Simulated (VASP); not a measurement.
# Os (Pm-3m) in VASP: notebook, part 3 of 3

VASP 6.6.1.

## (5) Single point, r2SCAN (15.72 Å³/atom)

This run uses another cell than the first one, of 15.72 Å³/atom.

POSCAR reads:

```
Os
1.0
    2.5051353916      0.0000000000      0.0000000000
    0.0000000000      2.5051353916      0.0000000000
    0.0000000000      0.0000000000      2.5051353916
Os
1
Direct
    0.0000000000      0.0000000000      0.0000000000
```

INCAR.step1 reads:

```
SYSTEM = Os
ALGO = Normal
EDIFF = 1E-4
ENCUT = 520
GGA = PE
ISMEAR = -1
LASPH = .True.
LCHARG = .False.
LREAL = .False.
LWAVE = .True.
NBANDS = 10
NELM = 60
PREC = Accurate
SIGMA = 0.1
```

INCAR.step2 reads:

```
SYSTEM = Os
ALGO = Normal
EDIFF = 1E-6
ENCUT = 520
ISIF = 2
ISMEAR = -1
ISTART = 1
LASPH = .True.
LCHARG = .False.
LMIXTAU = .True.
LREAL = .False.
LWAVE = .False.
METAGGA = R2SCAN
NBANDS = 10
NELM = 60
PREC = Accurate
SIGMA = 0.1
```

KPOINTS reads:

```
k-points
0
Gamma
  14 14 14
  0 0 0
```

Potentials or basis: VASP PAW PBE potentials, release 64 (Os).

On the command line:

```
cat potpaw_PBE.64/Os/POTCAR > POTCAR
cp INCAR.step1 INCAR
mpirun -np 1 vasp_std > vasp.out
cp INCAR.step2 INCAR
mpirun -np 1 vasp_std > vasp.out
```

OUTCAR:

```text
SYSTEM = Os
   EDIFF = 1E-6
   ENCUT = 520
   ISIF = 2
   ISMEAR = -1
   ISTART = 1
   LASPH = .True.
   LREAL = .False.
   METAGGA = R2SCAN
   NELM = 60
   PREC = Accurate

 ion  position               nearest neighbor table
   1  0.000  0.000  0.000-

  LATTYP: Found a simple cubic cell.
 ALAT       =     2.5051353916

  Lattice vectors:

 A1 = (   2.5051353916,   0.0000000000,   0.0000000000)
 A2 = (   0.0000000000,   2.5051353916,   0.0000000000)
 A3 = (   0.0000000000,   0.0000000000,   2.5051353916)

Analysis of symmetry for initial positions (statically):
=====================================================================
 Subroutine PRICEL returns:
 Original cell was already a primitive cell.

 Routine SETGRP: Setting up the symmetry group for a
 simple cubic supercell.

 Subroutine GETGRP returns: Found 48 space group operations
 (whereof 48 operations were pure point group operations)
 out of a pool of 48 trial point group operations.

The static configuration has the point symmetry O_h .

Analysis of symmetry for dynamics (positions and initial velocities):
=====================================================================
[... 165 lines left out ...]
      1      -2.4678      2.00000
      2       1.0587      2.00000
      3       1.0587      2.00000
      4      10.4578      0.00000
      5      10.4578      0.00000
      6      10.4578      0.00000
      7      24.6438      0.00000
      8      24.6438      0.00000
      9      24.6438      0.00000
     10      31.6507      0.00000
[... 287 lines left out ...]
 k-point    24 :       0.3571    0.2143    0.0000
  band No.  band energies     occupation
      1       1.3117      2.00000
      2       2.8937      2.00000
      3       4.6150      2.00000
      4       7.5561      1.89873
      5       8.0239      0.29700
      6       9.2320      0.00000
      7      17.7189      0.00000
      8      24.0156      0.00000
      9      27.3846      0.00000
     10      32.7644      0.00000

 [... further k-points ...]

------------------------ aborting loop because EDIFF is reached ----------------------------------------

  FORCE on cell =-STRESS in cart. coord.  units (eV):
  Direction    XX          YY          ZZ          XY          YZ          ZX
  --------------------------------------------------------------------------------------
  -------------------------------------------------------------------------------------
  Total        1.4274599      1.4274599      1.4274599     -0.0000000      0.0000000      0.0000000
  in kB      145.4724997    145.4724997    145.4724997     -0.0000000      0.0000000      0.0000000
  external PRESSURE =     145.4724997 kB  Pullay stress =       0.0000000 kB

 VOLUME and BASIS-vectors are now :
 -----------------------------------------------------------------------------
  energy-cutoff  :      520.00
  volume of cell :       15.72
      direct lattice vectors                 reciprocal lattice vectors
     2.505135392  0.000000000  0.000000000     0.399180022  0.000000000  0.000000000
     0.000000000  2.505135392  0.000000000     0.000000000  0.399180022  0.000000000
     0.000000000  0.000000000  2.505135392     0.000000000  0.000000000  0.399180022

 POSITION                                       TOTAL-FORCE (eV/Angst)
 -----------------------------------------------------------------------------------
      0.00000      0.00000      0.00000         0.000000      0.000000      0.000000
 -----------------------------------------------------------------------------------
    total drift:                                0.000000      0.000000      0.000000

  FREE ENERGIE OF THE ION-ELECTRON SYSTEM (eV)
  ---------------------------------------------------
  free  energy   TOTEN  =       -51.4087162020 eV

  energy  without entropy=      -51.3610427610  energy(sigma->0) =      -51.38487948
```

OSZICAR.step1:

```text
N       E                     dE             d eps       ncg     rms          rms(c)
DAV:   1     0.354585043043E+02    0.35459E+02   -0.41532E+03  2448   0.732E+02
DAV:   2    -0.895732371764E+01   -0.44416E+02   -0.41910E+02  2466   0.196E+02
DAV:   3    -0.101180878450E+02   -0.11608E+01   -0.11502E+01  2814   0.289E+01
DAV:   4    -0.101213128089E+02   -0.32250E-02   -0.32244E-02  2734   0.173E+00
DAV:   5    -0.101213239953E+02   -0.11186E-04   -0.11186E-04  2674   0.911E-02    0.139E+01
DAV:   6    -0.978580981993E+01    0.33551E+00   -0.42601E-01  3228   0.464E+00    0.685E+00
DAV:   7    -0.969553614596E+01    0.90274E-01   -0.25833E-01  3288   0.344E+00    0.907E-01
DAV:   8    -0.969202564610E+01    0.35105E-02   -0.66712E-03  2588   0.813E-01    0.698E-02
DAV:   9    -0.969181185634E+01    0.21379E-03   -0.16161E-04  2554   0.143E-01    0.221E-02
DAV:  10    -0.969180447522E+01    0.73811E-05   -0.33738E-06  1362   0.270E-02
   1 F= -.96918045E+01 E0= -.96667790E+01  d E =-.500509E-01
```

Wall time 1.9 min (1 thread of Intel Xeon 8259CL, shared host); peak memory 0.14 GiB.

What came out:

| Quantity | Value |
| --- | --- |
| Free energy | -51.4087 eV |
| Pressure | 14.5 GPa |
| Band gap on the k mesh | zero (bands 4 and 5 overlap by 6.62 eV) |

Levels at points of the mesh, in eV from the Fermi level:
```
           k point  band 2  band 3  band 4  band 5  band 6  band 7
(0.00, 0.00, 0.00)   -6.79   -6.79    2.61    2.61    2.61   16.79
(0.50, 0.00, 0.00)   -5.83   -1.24   -1.10   -1.10    2.99    8.05
(0.50, 0.50, 0.00)   -5.08   -0.38   -0.38    4.87    4.87    5.25
(0.50, 0.50, 0.50)   -5.96   -5.96    5.52    5.52    9.08   12.38
```

Caveat: the cell stands under pressure; the PAW data sets were made with another functional, which shifts forces and pressure a little; spin-orbit coupling is left out, which moves the levels of the heavy elements.

## (6) The runs side by side

```tsv
cell	k mesh	gap on the mesh (eV)	pressure (GPa)
a = 2.539 Å, 1 atom	13 × 13 × 13	none	0.5
a = 2.434 Å, 1 atom	14 × 14 × 14	none	52.4
a = 2.470 Å, 1 atom	14 × 14 × 14	none	31.4
a = 2.505 Å, 1 atom	14 × 14 × 14	none	14.5
```

Alike in all rows: task single point; level r2SCAN; potentials or basis VASP PAW PBE potentials, release 64 (Os); no spin polarisation; cutoff (eV) 520; smearing fermi-dirac 0.1 eV.

Caveats: the PAW data sets were made with another functional, which shifts forces and pressure a little; spin-orbit coupling is left out, which moves the levels of the heavy elements; the cell stands under pressure (at least some runs).

Total energies depend on the potentials used, so only differences within one code and one set of settings carry meaning.
